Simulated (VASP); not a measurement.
Input of a VASP 6.6.1 run:

File INCAR:

```
SYSTEM = Ir
PREC     = Accurate       ! precision mode
ENCUT    = 520            ! plane-wave cutoff, eV
EDIFF    = 1E-7           ! SCF threshold, eV
ISMEAR   = -1             ! smearing method
SIGMA    = 0.05           ! smearing width, eV
LREAL    = .False.        ! projectors in reciprocal space
LASPH    = .True.         ! aspherical terms in the spheres
NELM     = 100            ! most SCF steps
ALGO     = Normal         ! electronic algorithm
ISIF     = 2              ! what is computed and relaxed
LWAVE    = .False.        ! write WAVECAR
LCHARG   = .False.        ! write CHGCAR
GGA      = PE             ! functional
NBANDS   = 16             ! bands
```

File KPOINTS:

```
regular mesh
0
Gamma
  10 10 10
  0 0 0
```

The input POSCAR:

```
Ir
1.0
    0.0000000000      2.6272165707      2.6272165707
    2.6272165707      0.0000000000      2.6272165707
    2.6272165707      2.6272165707      0.0000000000
Ir
2
Direct
   -0.0875000000     -0.1375000000     -0.1375000000
    0.0875000000      0.1375000000      0.1375000000
```

Potentials or basis: VASP PAW PBE potentials, release 64 (Ir).

The run is started by

```console
$ cat potpaw_PBE.64/Ir/POTCAR > POTCAR
$ mpirun -np 1 vasp_std > vasp.out
```

(1) What does it give for the band gap on the k mesh?

(2) Estimate the pressure.

Answers

(1) zero (band 9 reaches 8.29 eV, above the bottom of band 10 at 6.54 eV).

(2) 53.2 GPa.

Caveat: the cell differs from its parent crystal (shortest bond scaled by 1.1); spin-orbit coupling is left out, which moves the levels of the heavy elements; forces of over 1 eV/Å act on the atoms, so gaps and moduli don't describe the material at rest.
